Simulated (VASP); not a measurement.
# LaP (lda) (Pm-3m) in VASP: a series of runs

LaP (lda) is run at these levels: LDA; tasks: single point.

Program: VASP 6.6.1. These are calculated values, not measurements. Logs are shortened: lines on timing, memory, paths and dates and some standing lists are left out, and cuts for length are marked.

**1. The cell of the first run**

Symmetry: Pm-3m, No. 221, cubic system. Conventional cell: a = 3.299 Å, b = 3.299 Å, c = 3.299 Å, α = 90.00°, β = 90.00°, γ = 90.00°. Within 3.8 Å of La (site symmetry m-3m) lie 8 P at 2.86 Å and 6 La at 3.30 Å. P (site symmetry m-3m) has 8 La at 2.86 Å and 6 P at 3.30 Å within 3.8 Å.

**2. Single point, LDA**

Input file INCAR:

```
PREC     = Accurate       # precision mode
ENCUT    = 500            # plane-wave cutoff, eV
EDIFF    = 1E-6           # SCF threshold, eV
ISMEAR   = 0              # smearing method
SIGMA    = 0.1            # smearing width, eV
LREAL    = F              # projectors in reciprocal space
LASPH    = T              # aspherical terms in the spheres
NELM     = 200            # most SCF steps
ALGO     = Normal         # electronic algorithm
ISIF     = 2              # what is computed and relaxed
LWAVE    = F              # write WAVECAR
LCHARG   = T              # write CHGCAR
LELF     = T              # ELF
LVHAR    = T            
NBANDS   = 15             # bands
GGA_COMPAT= F            
LMAXMIX  = 6              # l up to which the mixer works
```

Input file KPOINTS:

```
regular mesh
0
Gamma
  12 12 12
```

Input file POSCAR:

```
LaP
1.0
    3.2991587388      0.0000000000      0.0000000000
    0.0000000000      3.2991587388      0.0000000000
    0.0000000000      0.0000000000      3.2991587388
La P
1 1
Direct
    0.0000000000      0.0000000000      0.0000000000
    0.5000000000      0.5000000000      0.5000000000
```

Potentials or basis: VASP PAW LDA potentials, release 64 (La, P).

Launch:

```console
$ cat potpaw_LDA.64/La/POTCAR potpaw_LDA.64/P/POTCAR > POTCAR
$ mpirun -np 1 vasp_std > vasp.out
```

OUTCAR:

```text
PREC = Accurate
   ENCUT = 500
   EDIFF = 1E-6
   ISMEAR = 0
   LREAL = F
   LASPH = T
   NELM = 200
   ISIF = 2

 ion  position               nearest neighbor table
   1  0.000  0.000  0.000-   2 2.86   2 2.86   2 2.86   2 2.86   2 2.86   2 2.86   2 2.86   2 2.86

   2  0.500  0.500  0.500-   1 2.86   1 2.86   1 2.86   1 2.86   1 2.86   1 2.86   1 2.86   1 2.86

  LATTYP: Found a simple cubic cell.
 ALAT       =     3.2991587388

  Lattice vectors:

 A1 = (   3.2991587388,   0.0000000000,   0.0000000000)
 A2 = (   0.0000000000,   3.2991587388,   0.0000000000)
 A3 = (   0.0000000000,   0.0000000000,   3.2991587388)

Analysis of symmetry for initial positions (statically):
=====================================================================
 Subroutine PRICEL returns:
 Original cell was already a primitive cell.

 Routine SETGRP: Setting up the symmetry group for a
 simple cubic supercell.

 Subroutine GETGRP returns: Found 48 space group operations
 (whereof 48 operations were pure point group operations)
 out of a pool of 48 trial point group operations.

The static configuration has the point symmetry O_h .

Analysis of symmetry for dynamics (positions and initial velocities):
=====================================================================
 Subroutine PRICEL returns:
 Original cell was already a primitive cell.

 Routine SETGRP: Setting up the symmetry group for a
 simple cubic supercell.

 Subroutine GETGRP returns: Found 48 space group operations
 (whereof 48 operations were pure point group operations)
 out of a pool of 48 trial point group operations.

The dynamic configuration has the point symmetry O_h .

 Subroutine INISYM returns: Found 48 space group operations
 (whereof 48 operations are pure point group operations),
 and found     1 'primitive' translations

----------------------------------------------------------------------------------------

                                     Primitive cell

  volume of cell :      35.9095

  direct lattice vectors                    reciprocal lattice vectors
     3.299158739  0.000000000  0.000000000     0.303107574  0.000000000  0.000000000
     0.000000000  3.299158739  0.000000000     0.000000000  0.303107574  0.000000000
     0.000000000  0.000000000  3.299158739     0.000000000  0.000000000  0.303107574

  length of vectors
     3.299158739  3.299158739  3.299158739     0.303107574  0.303107574  0.303107574

[... 84 lines left out ...]
   IBRION =     -1    ionic relax: 0-MD 1-quasi-New 2-CG
   NFREE  =      0    steps in history (QN), initial steepest desc. (CG)
   ISIF   =      2    stress and relaxation
   ISYM   =      2    0-nonsym 1-usesym 2-fastsym
   POTIM  = 0.5000    time-step for ionic-motion
   TEBEG  =    0.0;   TEEND  =   0.0 temperature during run
   PSTRESS=    0.0 pullay stress
   NELECT =      16.0000    total number of electrons
   NUPDOWN=      -1.0000    fix difference up-down
   EMIN   =  10.00;   EMAX   =-10.00  energy-range for DOS
   EFERMI =   0.00;   METHOD = LEGACY
   ISMEAR =     0;   SIGMA  =   0.10  broadening in eV -4-tet -1-fermi 0-gaus
   EFERMI_NEDOS =   21; number of points for ismear=-14 and -15
   IALGO  =     38    algorithm
   IMIX   =      4    mixing-type and parameters
     AMIX     =   0.40;   BMIX     =  1.00
     AMIX_MAG =   1.60;   BMIX_MAG =  1.00
  volume/ion in A,a.u.               =      17.95       121.16
  Fermi-wavevector in a.u.,A,eV,Ry     =   1.250388  2.362892 21.272317  1.563471
  Thomas-Fermi vector in A             =   2.384385
   LORBIT       =      0    0 simple, 1 ext, 2 COOP (PROOUT), +10 PAW based schemes
   GGA     = CA    functional components
   LHFCALC =     F    Hartree Fock is set to
   AEXX    =    0.0000 exact exchange contribution
   IVDW    =     0    specifies the selected vdW correction
   LEPSILON=     F    determine dielectric tensor
   LRPA    =     F    only Hartree local field effects (RPA)
 non-spin polarized calculation
 Gauss-broadening in eV      SIGMA  =   0.10
  energy-cutoff  :      500.00
  volume of cell :       35.91
 maximum number of plane-waves:       931
   NGX = 13   NGY = 13   NGZ = 13

 number of electron      16.0000004 magnetization

 Free energy of the ion-electron system (eV)
  ---------------------------------------------------
  ext. energy  EPLUGINS =         0.00000000
  ---------------------------------------------------
  free energy    TOTEN  =       -13.36803996 eV

  energy without entropy =      -13.36157830  energy(sigma->0) =      -13.36480913

 E-fermi :  11.8748     XC(G=0): -11.9081

 val. band max:       11.8403799938   @ k =   0.5000   0.3333   0.0833
 cond. band min:      11.8773592838   @ k =   0.5000   0.0000   0.0000
 fundamental gap:      0.0369792899
 Fermi energy:        11.8747632757

 k-point     1 :       0.0000    0.0000    0.0000
  band No.  band energies     occupation
      1     -19.9675      2.00000
      2      -2.8856      2.00000
      3      -2.8856      2.00000
      4      -2.8856      2.00000
      5       1.1050      2.00000
      6      10.2380      2.00000
      7      10.2380      2.00000
      8      12.5905      0.00000
      9      12.5905      0.00000
     10      12.5905      0.00000
     11      15.0336      0.00000
     12      15.0336      0.00000
     13      15.0336      0.00000
     14      15.6126      0.00000
[... 401 lines left out ...]
      2      -5.0089      2.00000
      3      -4.4340      2.00000
      4      -2.3591      2.00000
      5       2.5260      2.00000
      6       9.1463      2.00000
      7      10.4446      2.00000
      8      11.6447      1.99886
      9      12.9978      0.00000
     10      14.6328      0.00000
     11      14.7028      0.00000
     12      14.9621      0.00000
     13      14.9876      0.00000
     14      15.4430      0.00000
     15      15.6384      0.00000

 [... further k-points ...]
[... 5 lines left out ...]
  --------------------------------------------------------------------------------------
  -------------------------------------------------------------------------------------
  Total        6.7057901      6.7057901      6.7057901     -0.0000000      0.0000000     -0.0000000
  in kB      299.1926362    299.1926362    299.1926362     -0.0000000      0.0000000     -0.0000000
  external PRESSURE =     299.1926362 kB  Pullay stress =       0.0000000 kB

 VOLUME and BASIS-vectors are now :
 -----------------------------------------------------------------------------
  energy-cutoff  :      500.00
  volume of cell :       35.91
      direct lattice vectors                 reciprocal lattice vectors
     3.299158739  0.000000000  0.000000000     0.303107574  0.000000000  0.000000000
     0.000000000  3.299158739  0.000000000     0.000000000  0.303107574  0.000000000
     0.000000000  0.000000000  3.299158739     0.000000000  0.000000000  0.303107574

 POSITION                                       TOTAL-FORCE (eV/Angst)
 -----------------------------------------------------------------------------------
      0.00000      0.00000      0.00000         0.000000      0.000000      0.000000
      1.64958      1.64958      1.64958         0.000000      0.000000      0.000000
 -----------------------------------------------------------------------------------
    total drift:                               -0.000000      0.000000     -0.000000

  FREE ENERGIE OF THE ION-ELECTRON SYSTEM (eV)
  ---------------------------------------------------
  free  energy   TOTEN  =       -13.3680399590 eV

  energy  without entropy=      -13.3615782974  energy(sigma->0) =      -13.36480913
```

Run time: 46 s. Hardware: 1 thread of Intel Xeon 8259CL, shared host; peak memory 0.17 GiB.

What came out:

```
Free energy            : -13.3680 eV
Pressure               : 29.9 GPa
Band gap on the k mesh : zero (band 8 reaches 12.59 eV, above the bottom of band 9 at 11.24 eV)
```

Caveat: spin-orbit coupling is left out, which moves the levels of the heavy elements.

**3. Single point, LDA**

This run uses another cell than the first one, of 19.06 Å³/atom, 1.061 times its volume.

INCAR, as its differences from that of step 2:

```diff
@@ -12,2 +12,3 @@
 LCHARG   = T              # write CHGCAR
+GGA      = CA             # functional
 LELF     = T              # ELF
```

KPOINTS is that of step 2.

Input file POSCAR:

```
LaP
1.0
    3.3653667811      0.0000000000      0.0000000000
    0.0000000000      3.3653667811      0.0000000000
    0.0000000000      0.0000000000      3.3653667811
La P
1 1
Direct
    0.0000000000      0.0000000000      0.0000000000
    0.5000000000      0.5000000000      0.5000000000
```

Potentials or basis: VASP PAW LDA potentials, release 64 (La, P).

Launch:

```console
$ cat potpaw_LDA.64/La/POTCAR potpaw_LDA.64/P/POTCAR > POTCAR
$ mpirun -np 1 vasp_std > vasp.out
```

It took 81 s on 1 thread of Intel Xeon 8259CL, shared host; peak memory 0.19 GiB.

The run converged. Its results:

```yaml
Free_energy: -13.7090 eV
Pressure: 19.9 GPa
Band_gap_on_the_k_mesh: zero (band 8 reaches 11.66 eV, above the bottom of band 9 at 10.57 eV)
```

Levels at points of the mesh, in eV from the Fermi level:
| k point | band 4 | band 5 | band 6 | band 7 | band 8 | band 9 | band 10 | band 11 | band 12 | band 13 |
| --- | --- | --- | --- | --- | --- | --- | --- | --- | --- | --- |
| (0.00, 0.00, 0.00) | -14.93 | -10.63 | -1.43 | -1.43 | 0.59 | 0.59 | 0.59 | 2.98 | 2.98 | 2.98 |
| (0.50, 0.00, 0.00) | -14.65 | -7.87 | -4.55 | -1.10 | -1.10 | 0.07 | 1.68 | 2.84 | 2.98 | 2.98 |
| (0.50, 0.50, 0.00) | -14.42 | -9.81 | -1.53 | -1.53 | 0.17 | 0.37 | 2.54 | 2.54 | 3.02 | 3.02 |
| (0.50, 0.50, 0.50) | -16.22 | -8.08 | -5.01 | -5.01 | -5.01 | 3.12 | 3.12 | 3.12 | 3.56 | 3.56 |

Caveat: spin-orbit coupling is left out, which moves the levels of the heavy elements.

**4. Single point, LDA**

This run uses another cell than the first one, of 20.17 Å³/atom, 1.124 times its volume.

Input file INCAR:

```
SYSTEM = LaP
  PREC = Accurate
  ENCUT = 500
  EDIFF = 1E-6
  ISMEAR = 0
  SIGMA = 0.1
  LREAL = .FALSE.
  LASPH = .TRUE.
  NELM = 200
  ALGO = Normal
  ISIF = 2
  LWAVE = .FALSE.
  LCHARG = .FALSE.
  GGA = CA
  NBANDS = 15
  GGA_COMPAT = .FALSE.
  LMAXMIX = 6
```

Input file KPOINTS:

```
Automatic mesh
0
G
  12 12 12
  0 0 0
```

Input file POSCAR:

```
LaP
1.0
    3.4298674669      0.0000000000      0.0000000000
    0.0000000000      3.4298674669      0.0000000000
    0.0000000000      0.0000000000      3.4298674669
La P
1 1
Direct
    0.0000000000      0.0000000000      0.0000000000
    0.5000000000      0.5000000000      0.5000000000
```

Launch:

```console
$ cat potpaw_LDA.64/La/POTCAR potpaw_LDA.64/P/POTCAR > POTCAR
$ mpirun -np 1 vasp_std > vasp.out
```

It took 74 s on 1 thread of Intel Xeon 8259CL, shared host; peak memory 0.19 GiB.

Results (log left out):

```
Free energy            : -13.9297 eV
Pressure               : 11.9 GPa
Band gap on the k mesh : zero (band 8 reaches 10.83 eV, above the bottom of band 9 at 9.95 eV)
```

Levels at points of the mesh, in eV from the Fermi level:
| k point | band 4 | band 5 | band 6 | band 7 | band 8 | band 9 | band 10 | band 11 | band 12 | band 13 |
| --- | --- | --- | --- | --- | --- | --- | --- | --- | --- | --- |
| (0.00, 0.00, 0.00) | -15.11 | -10.49 | -1.26 | -1.26 | 0.49 | 0.49 | 0.49 | 2.80 | 2.80 | 2.80 |
| (0.50, 0.00, 0.00) | -14.87 | -8.02 | -4.43 | -1.02 | -1.02 | 0.13 | 1.70 | 2.65 | 2.80 | 2.80 |
| (0.50, 0.50, 0.00) | -14.68 | -9.59 | -1.59 | -1.59 | 0.14 | 0.37 | 2.51 | 2.51 | 2.81 | 2.81 |
| (0.50, 0.50, 0.50) | -16.22 | -8.03 | -4.70 | -4.70 | -4.70 | 2.91 | 2.91 | 2.91 | 3.32 | 3.32 |

Caveat: spin-orbit coupling is left out, which moves the levels of the heavy elements.

**5. Single point, LDA**

This run uses another cell than the first one, of 20.17 Å³/atom, 1.124 times its volume.

Input file INCAR:

```
PREC = Accurate
ENCUT = 500
EDIFF = 1E-6
ISMEAR = 0
SIGMA = 0.1
LREAL = F
LASPH = T
NELM = 200
ALGO = Normal
ISIF = 2
LWAVE = F
LCHARG = T
LELF = T
LVHAR = T
NBANDS = 15
GGA_COMPAT = F
LMAXMIX = 6
```

Input file KPOINTS:

```
regular mesh
0
Gamma
  12 12 12
```

POSCAR is that of step 4.

Launch:

```console
$ cat potpaw_LDA.64/La/POTCAR potpaw_LDA.64/P/POTCAR > POTCAR
$ mpirun -np 1 vasp_std > vasp.out
```

Run time: 80 s. Hardware: 1 thread of Intel Xeon 8259CL, shared host; peak memory 0.19 GiB.

It converged, with:

- Free energy: -13.9297 eV
- Pressure: 11.9 GPa
- Band gap on the k mesh: zero (band 8 reaches 10.83 eV, above the bottom of band 9 at 9.95 eV)

Levels at points of the mesh, in eV from the Fermi level:
```csv
k point,band 4,band 5,band 6,band 7,band 8,band 9,band 10,band 11,band 12,band 13
"(0.00, 0.00, 0.00)",-15.11,-10.49,-1.26,-1.26,0.49,0.49,0.49,2.80,2.80,2.80
"(0.50, 0.00, 0.00)",-14.87,-8.02,-4.43,-1.02,-1.02,0.13,1.70,2.65,2.80,2.80
"(0.50, 0.50, 0.00)",-14.68,-9.59,-1.59,-1.59,0.14,0.37,2.51,2.51,2.81,2.81
"(0.50, 0.50, 0.50)",-16.22,-8.03,-4.70,-4.70,-4.70,2.91,2.91,2.91,3.32,3.32
```

Caveat: spin-orbit coupling is left out, which moves the levels of the heavy elements.

**6. Summary**

| cell | gap on the mesh (eV) | pressure (GPa) |
| --- | --- | --- |
| a = 3.299 Å, 2 atoms | none | 29.9 |
| a = 3.365 Å, 2 atoms | none | 19.9 |
| a = 3.430 Å, 2 atoms | none | 11.9 |

Alike in all rows: task single point; level LDA; potentials or basis VASP PAW LDA potentials, release 64 (La, P); no spin polarisation; k mesh 12 × 12 × 12; cutoff (eV) 500; smearing gaussian 0.1 eV.

Caveats: spin-orbit coupling is left out, which moves the levels of the heavy elements.

Absolute energies hang on the potentials; compare differences alone.
